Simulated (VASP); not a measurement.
Write the native input for VASP 6.6.1 that does the following.

```
Task                   : single point
Functional             : PBE
Potentials or basis    : VASP PAW PBE potentials, release 64 (Ge_d, H)
Cutoff                 : 520 eV
k mesh                 : 1 × 1 × 10
Occupations            : gaussian, width 0.05 eV
Spin                   : no spin polarisation
Dipole correction      : no
Further INCAR settings : LREAL = Auto; ALGO = Normal; EDIFF = 1e-06; NBANDS = 61
```

The structure of Ge3H5 lies in POSCAR:

```
Ge3H5
1.0
   15.1000000000      0.0000000000      0.0000000000
    0.0000000000     15.4000000000      0.0000000000
    0.0000000000      0.0000000000      5.7548766053
Ge H
6 10
Direct
    0.5456812666      0.5447905459      0.4960782298
    0.6395518966      0.4531940939      0.2509488386
    0.5477351811      0.3631673108     -0.0009497804
    0.3604481034      0.5468059061     -0.0009488386
    0.4543187334      0.4552094541      0.7539217702
    0.4522648189      0.6368326892      0.2509497804
    0.6052859323      0.6032327660      0.6502937470
    0.6999076769      0.5111155517      0.0991423783
    0.7002047519      0.3959196635      0.4037037449
    0.6061484765      0.3036970886      0.8462948032
    0.4886619315      0.3039875584      0.1508548230
    0.3000923231      0.4888844483      0.1508576217
    0.2997952481      0.6040803365      0.8462962551
    0.3947140677      0.3967672340      0.5997062530
    0.5113380685      0.6960124416      0.0991451770
    0.3938515235      0.6963029114      0.4037051968
```

These files were run (other wordings do the same):

INCAR

```
SYSTEM = Ge3H5
ALGO = Normal ; EDIFF = 1E-6
ENCUT = 520 ; GGA = PE
ISIF = 2 ; ISMEAR = 0
LASPH = .True. ; LCHARG = .False.
LREAL = Auto ; LWAVE = .False.
NBANDS = 61 ; NELM = 60
PREC = Accurate ; SIGMA = 0.05
```

KPOINTS

```
k-points
0
Gamma
  1 1 10
  0 0 0
```

Potentials or basis: VASP PAW PBE potentials, release 64 (Ge_d, H).

The run is started by

```sh
$ cat potpaw_PBE.64/Ge_d/POTCAR potpaw_PBE.64/H/POTCAR > POTCAR
$ mpirun -np 1 vasp_std > vasp.out
```

Results of the run:

The largest force is 0.031 eV/Å and the band gap on the k mesh is 4.31 eV (least direct gap 4.40 eV).

It took 15 min on 1 thread of Intel(R) Xeon(R) 6975P-C (Granite Rapids), on a shared host, peak memory 1.2 GiB.
